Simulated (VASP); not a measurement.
# BaTiO3 (Pm-3m) in VASP: further runs, part 2 of 2

VASP 6.6.1.

## (4) Single point, PBE

This run uses another cell than the first one, of 13.82 Å³/atom, 1.049 times its volume.

File INCAR:

```
SYSTEM = BaTiO3
  PREC = Accurate
  ENCUT = 520
  EDIFF = 1E-6
  ISMEAR = 0
  SIGMA = 0.01
  LREAL = .FALSE.
  LASPH = .TRUE.
  NELM = 100
  ALGO = Normal
  ISIF = 2
  LWAVE = .FALSE.
  LCHARG = .FALSE.
  GGA = PE
  NBANDS = 28
```

File KPOINTS:

```
Automatic mesh
0
G
  6 6 6
  0 0 0
```

File POSCAR:

```
BaTiO3
1.0
    4.1037456279      0.0000000000      0.0000000000
    0.0000000000      4.1037456279      0.0000000000
    0.0000000000      0.0000000000      4.1037456279
Ba Ti O
1 1 3
Direct
    0.5000000000      0.5000000000      0.5000000000
    0.0000000000      0.0000000000      0.0000000000
    0.5000000000      0.0000000000      0.0000000000
    0.0000000000      0.5000000000      0.0000000000
    0.0000000000      0.0000000000      0.5000000000
```

Potentials or basis: VASP PAW PBE potentials, release 64 (Ba_sv, Ti_sv, O).

Started as:

```console
$ cat potpaw_PBE.64/Ba_sv/POTCAR potpaw_PBE.64/Ti_sv/POTCAR potpaw_PBE.64/O/POTCAR > POTCAR
$ mpirun -np 1 vasp_std > vasp.out
```

OUTCAR:

```text
SYSTEM = BaTiO3
   PREC = Accurate
   ENCUT = 520
   EDIFF = 1E-6
   ISMEAR = 0
   LREAL = .FALSE.
   LASPH = .TRUE.
   NELM = 100
   ISIF = 2
   GGA = PE

 ion  position               nearest neighbor table
   1  0.500  0.500  0.500-   3 2.90   4 2.90   5 2.90   3 2.90   4 2.90   3 2.90   5 2.90   3 2.90
                             4 2.90   5 2.90   4 2.90   5 2.90   2 3.55   2 3.55   2 3.55   2 3.55
   2  0.000  0.000  0.000-   3 2.05   4 2.05   5 2.05   5 2.05   4 2.05   3 2.05   1 3.55   1 3.55
                             1 3.55   1 3.55   1 3.55   1 3.55   1 3.55   1 3.55
   3  0.500  0.000  0.000-   2 2.05   2 2.05   1 2.90   1 2.90   1 2.90   1 2.90
   4  0.000  0.500  0.000-   2 2.05   2 2.05   1 2.90   1 2.90   1 2.90   1 2.90
   5  0.000  0.000  0.500-   2 2.05   2 2.05   1 2.90   1 2.90   1 2.90   1 2.90

  LATTYP: Found a simple cubic cell.
 ALAT       =     4.1037456279

  Lattice vectors:

 A1 = (   4.1037456279,   0.0000000000,   0.0000000000)
 A2 = (   0.0000000000,   4.1037456279,   0.0000000000)
 A3 = (   0.0000000000,   0.0000000000,   4.1037456279)

Analysis of symmetry for initial positions (statically):
=====================================================================
 Subroutine PRICEL returns:
 Original cell was already a primitive cell.

 Routine SETGRP: Setting up the symmetry group for a
 simple cubic supercell.

 Subroutine GETGRP returns: Found 48 space group operations
 (whereof 48 operations were pure point group operations)
 out of a pool of 48 trial point group operations.

The static configuration has the point symmetry O_h .

Analysis of symmetry for dynamics (positions and initial velocities):
=====================================================================
 Subroutine PRICEL returns:
 Original cell was already a primitive cell.

 Routine SETGRP: Setting up the symmetry group for a
 simple cubic supercell.

[... 123 lines left out ...]
   IMIX   =      4    mixing-type and parameters
     AMIX     =   0.40;   BMIX     =  1.00
     AMIX_MAG =   1.60;   BMIX_MAG =  1.00
  volume/ion in A,a.u.               =      13.82        93.28
  Fermi-wavevector in a.u.,A,eV,Ry     =   1.364314  2.578180 25.325248  1.861353
  Thomas-Fermi vector in A             =   2.490641
   LORBIT       =      0    0 simple, 1 ext, 2 COOP (PROOUT), +10 PAW based schemes
   GGA     = PE    functional components
   LHFCALC =     F    Hartree Fock is set to
   AEXX    =    0.0000 exact exchange contribution
   IVDW    =     0    specifies the selected vdW correction
   LEPSILON=     F    determine dielectric tensor
   LRPA    =     F    only Hartree local field effects (RPA)
 non-spin polarized calculation
 Gauss-broadening in eV      SIGMA  =   0.01
  energy-cutoff  :      520.00
  volume of cell :       69.11
 maximum number of plane-waves:      1881
 NGX is ok and might be reduce to    32
   NGX = 15   NGY = 15   NGZ = 15

 number of electron      40.0000029 magnetization

 Free energy of the ion-electron system (eV)
  ---------------------------------------------------
  ext. energy  EPLUGINS =         0.00000000
  ---------------------------------------------------
  free energy    TOTEN  =       -39.90325533 eV

  energy without entropy =      -39.90325533  energy(sigma->0) =      -39.90325533

 E-fermi :   3.3893     XC(G=0): -10.8695

 val. band max:        3.2746371666   @ k =   0.5000   0.5000   0.5000
 cond. band min:       4.8665613009   @ k =   0.0000   0.0000   0.0000
 fundamental gap:      1.5919241343
 Fermi energy:         3.3893236312

 k-point     1 :       0.0000    0.0000    0.0000
  band No.  band energies     occupation
      1     -53.6706      2.00000
      2     -29.8454      2.00000
      3     -29.8454      2.00000
      4     -29.8454      2.00000
      5     -21.7329      2.00000
      6     -13.4376      2.00000
[... 609 lines left out ...]
     27      10.1650      0.00000
     28      10.1650      0.00000

------------------------ aborting loop because EDIFF is reached ----------------------------------------

  FORCE on cell =-STRESS in cart. coord.  units (eV):
  Direction    XX          YY          ZZ          XY          YZ          ZX
  --------------------------------------------------------------------------------------
  -------------------------------------------------------------------------------------
  Total       -3.2227421     -3.2227421     -3.2227421      0.0000000     -0.0000000     -0.0000000
  in kB      -74.7127696    -74.7127696    -74.7127696      0.0000000     -0.0000000     -0.0000000
  external PRESSURE =     -74.7127696 kB  Pullay stress =       0.0000000 kB

 VOLUME and BASIS-vectors are now :
 -----------------------------------------------------------------------------
  energy-cutoff  :      520.00
  volume of cell :       69.11
      direct lattice vectors                 reciprocal lattice vectors
     4.103745628  0.000000000  0.000000000     0.243679821  0.000000000  0.000000000
     0.000000000  4.103745628  0.000000000     0.000000000  0.243679821  0.000000000
     0.000000000  0.000000000  4.103745628     0.000000000  0.000000000  0.243679821

 POSITION                                       TOTAL-FORCE (eV/Angst)
 -----------------------------------------------------------------------------------
      2.05187      2.05187      2.05187         0.000000      0.000000      0.000000
      0.00000      0.00000      0.00000         0.000000      0.000000      0.000000
      2.05187      0.00000      0.00000         0.000000      0.000000      0.000000
      0.00000      2.05187      0.00000         0.000000      0.000000      0.000000
      0.00000      0.00000      2.05187         0.000000      0.000000      0.000000
 -----------------------------------------------------------------------------------
    total drift:                                0.000000      0.000000     -0.000000

  FREE ENERGIE OF THE ION-ELECTRON SYSTEM (eV)
  ---------------------------------------------------
  free  energy   TOTEN  =       -39.9032553309 eV

  energy  without entropy=      -39.9032553309  energy(sigma->0) =      -39.90325533
```

OSZICAR:

```text
N       E                     dE             d eps       ncg     rms          rms(c)
DAV:   1     0.417168953811E+03    0.41717E+03   -0.20138E+04  1120   0.149E+03
DAV:   2    -0.854559851983E+01   -0.42571E+03   -0.40445E+03  1304   0.407E+02
DAV:   3    -0.493618519506E+02   -0.40816E+02   -0.40472E+02  1328   0.131E+02
DAV:   4    -0.512170476940E+02   -0.18552E+01   -0.18512E+01  1700   0.252E+01
DAV:   5    -0.512561714538E+02   -0.39124E-01   -0.39109E-01  1492   0.334E+00    0.215E+01
DAV:   6    -0.403503631091E+02    0.10906E+02   -0.60260E+01  1572   0.627E+01    0.104E+01
DAV:   7    -0.401770492349E+02    0.17331E+00   -0.12250E+01  1508   0.249E+01    0.613E+00
DAV:   8    -0.399672901939E+02    0.20976E+00   -0.59451E-01  1316   0.586E+00    0.387E+00
DAV:   9    -0.399811222664E+02   -0.13832E-01   -0.89846E-01  1548   0.811E+00    0.255E+00
DAV:  10    -0.399082024378E+02    0.72920E-01   -0.34711E-01  1384   0.508E+00    0.564E-01
DAV:  11    -0.399045152147E+02    0.36872E-02   -0.28864E-02  1288   0.108E+00    0.356E-01
DAV:  12    -0.399036120621E+02    0.90315E-03   -0.83236E-03  1416   0.818E-01    0.154E-01
DAV:  13    -0.399032827915E+02    0.32927E-03   -0.89312E-04  1404   0.274E-01    0.459E-02
DAV:  14    -0.399032565580E+02    0.26233E-04   -0.89246E-05  1692   0.752E-02    0.141E-02
DAV:  15    -0.399032549512E+02    0.16068E-05   -0.11510E-05  1404   0.261E-02    0.628E-03
DAV:  16    -0.399032553309E+02   -0.37967E-06   -0.38282E-06  1192   0.174E-02
   1 F= -.39903255E+02 E0= -.39903255E+02  d E =-.590750E-61
```

stdout:

```text
POSCAR found type information on POSCAR BaTiO
 POSCAR found :  3 types and       5 ions
 scaLAPACK will be used
 LDA part: xc-table for (Slater+PW92), standard interpolation
 POSCAR, INCAR and KPOINTS ok, starting setup
 FFT: planning ... GRIDC
 FFT: planning ... GRID_SOFT
 FFT: planning ... GRID
 WAVECAR not read
 entering main loop
```

It took 36 s on 1 thread of AMD EPYC 7R13 (Zen 3), shared host; peak memory 0.17 GiB.

Results:

```
Free energy            : -39.9033 eV
Pressure               : -7.5 GPa
Band gap on the k mesh : 1.59 eV, indirect (least direct gap 1.80 eV)
```

Levels at points of the mesh, in eV from the valence-band top:
| k point | band 17 | band 18 | band 19 | band 20 | band 21 | band 22 | band 23 | band 24 |
| --- | --- | --- | --- | --- | --- | --- | --- | --- |
| (0.00, 0.00, 0.00) | -0.98 | -0.21 | -0.21 | -0.21 | 1.59 | 1.59 | 1.59 | 3.41 |
| (0.50, 0.00, 0.00) | -1.73 | -1.71 | -0.71 | -0.71 | 1.72 | 3.12 | 3.12 | 3.41 |
| (0.50, 0.50, 0.00) | -1.74 | -0.90 | -0.90 | -0.08 | 3.12 | 3.12 | 3.51 | 4.16 |
| (0.50, 0.50, 0.50) | -2.41 | 0.00 | 0.00 | 0.00 | 3.71 | 3.71 | 3.71 | 6.39 |

Caveat: spin-orbit coupling is left out, which moves the levels of the heavy elements.

## (5) Overview

| cell | gap on the mesh (eV) | pressure (GPa) |
| --- | --- | --- |
| a = 4.039 Å, 5 atoms | 1.69 | -0.7 |
| a = 4.072 Å, 5 atoms | 1.64 | -4.3 |
| a = 4.104 Å, 5 atoms | 1.59 | -7.5 |

Alike in all rows: task single point; level PBE; potentials or basis VASP PAW PBE potentials, release 64 (Ba_sv, Ti_sv, O); no spin polarisation; k mesh 6 × 6 × 6; cutoff (eV) 520; smearing gaussian 0.01 eV.

Caveats: spin-orbit coupling is left out, which moves the levels of the heavy elements.

Absolute energies hang on the potentials; compare differences alone.
